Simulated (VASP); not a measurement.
A run of VASP 6.6.1 is set up as follows.

INCAR

```
SYSTEM = MgS
  PREC = Accurate
  ENCUT = 520
  EDIFF = 1E-6
  ISMEAR = 0
  SIGMA = 0.02
  LREAL = .False.
  LASPH = .True.
  NELM = 80
  ALGO = Normal
  ISIF = 2
  LWAVE = .False.
  LCHARG = .False.
  GGA = PE
  NBANDS = 11
```

KPOINTS

```
regular mesh
0
Gamma
  8 8 8
  0 0 0
```

File POSCAR:

```
MgS
1.0
    0.0000000000      2.5339333257      2.5339333257
    2.5339333257      0.0000000000      2.5339333257
    2.5339333257      2.5339333257      0.0000000000
Mg S
1 1
Direct
    0.0000000000      0.0000000000      0.0000000000
    0.5000000000      0.5000000000      0.5000000000
```

Potentials or basis: VASP PAW PBE potentials, release 64 (Mg, S).

Command:

```console
$ cat potpaw_PBE.64/Mg/POTCAR potpaw_PBE.64/S/POTCAR > POTCAR
$ mpirun -np 1 vasp_std > vasp.out
```

Q: Predict the band gap on the k mesh.

A: 2.94 eV (least direct gap 4.37 eV).

Q: Predict the pressure.

A: 8.1 GPa.

Caveat: the cell stands under pressure. A k mesh can miss the band edges.
